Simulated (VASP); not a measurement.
Here is a VASP 6.6.1 calculation.

INCAR

```
ALGO = Normal
EDIFF = 1E-6
ENCUT = 520
GGA = PE
ISIF = 2
ISMEAR = -1
LASPH = True
LCHARG = True
LELF = True
LREAL = False
LVHAR = True
LWAVE = False
NBANDS = 53
NELM = 100
PREC = Accurate
SIGMA = 0.06122561905347299
```

KPOINTS

```
k-points
0
Gamma
  11 11 11
```

Contents of POSCAR:

```
Cd2O3
1.0
    5.3410408542      0.0000000000      0.0000000000
    0.0000000000      5.3410408542      0.0000000000
    0.0000000000      0.0000000000      5.3410408542
Cd O
4 6
Direct
    0.2500000000      0.2500000000      0.2500000000
    0.7500000000      0.7500000000      0.2500000000
    0.7500000000      0.2500000000      0.7500000000
    0.2500000000      0.7500000000      0.7500000000
    0.5000000000      0.0000000000      0.0000000000
    0.0000000000      0.5000000000      0.0000000000
    0.0000000000      0.0000000000      0.5000000000
    0.5000000000      0.5000000000      0.0000000000
    0.5000000000      0.0000000000      0.5000000000
    0.0000000000      0.5000000000      0.5000000000
```

Potentials or basis: VASP PAW PBE potentials, release 64 (Cd, O).

Run with:

```console
$ cat potpaw_PBE.64/Cd/POTCAR potpaw_PBE.64/O/POTCAR > POTCAR
$ mpirun -np 1 vasp_std > vasp.out
```

(1) Estimate the pressure.

(2) Predict the band gap on the k mesh.

## Answers

(1) -2.6 GPa.

(2) zero (bands 42 and 43 overlap by 0.74 eV).

Caveat: semilocal functionals underestimate gaps, and a narrow one can read as zero.
